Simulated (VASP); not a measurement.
A run of VASP 6.6.1:

Contents of INCAR:

```
SYSTEM = CsSnBr3
PREC = Accurate
ENCUT = 500
EDIFF = 1E-6
ISMEAR = 0
SIGMA = 0.02
LREAL = .FALSE.
LASPH = .TRUE.
NELM = 120
ALGO = Normal
ISIF = 2
LWAVE = .FALSE.
LCHARG = .FALSE.
GGA = PE
NBANDS = 30
GGA_COMPAT = .FALSE.
```

The input KPOINTS:

```
regular mesh
0
G
  6 6 6
  0 0 0
```

The input POSCAR:

```
CsSnBr3
1.0
    5.7848000000      0.0000000000      0.0000000000
    0.0000000000      5.7848000000      0.0000000000
    0.0000000000      0.0000000000      5.7848000000
Cs Sn Br
1 1 3
Direct
    0.0000000000      0.0000000000      0.0000000000
    0.5000000000      0.5000000000      0.5000000000
    0.5000000000      0.0000000000      0.5000000000
    0.5000000000      0.5000000000      0.0000000000
    0.0000000000      0.5000000000      0.5000000000
```

Potentials or basis: VASP PAW PBE potentials, release 64 (Cs_sv, Sn_d, Br).

Command:

```sh
$ cat potpaw_PBE.64/Cs_sv/POTCAR potpaw_PBE.64/Sn_d/POTCAR potpaw_PBE.64/Br/POTCAR > POTCAR
$ mpirun -np 1 vasp_std > vasp.out
```

Hardware: 1 thread of Intel Xeon 8259CL (shared host).

Q: Estimate the wall time of this run.

A: Wall time 2.8 min on 1 thread of Intel Xeon 8259CL (shared host), peak memory 0.32 GiB. Counts: scf iterations 13, k points 20.
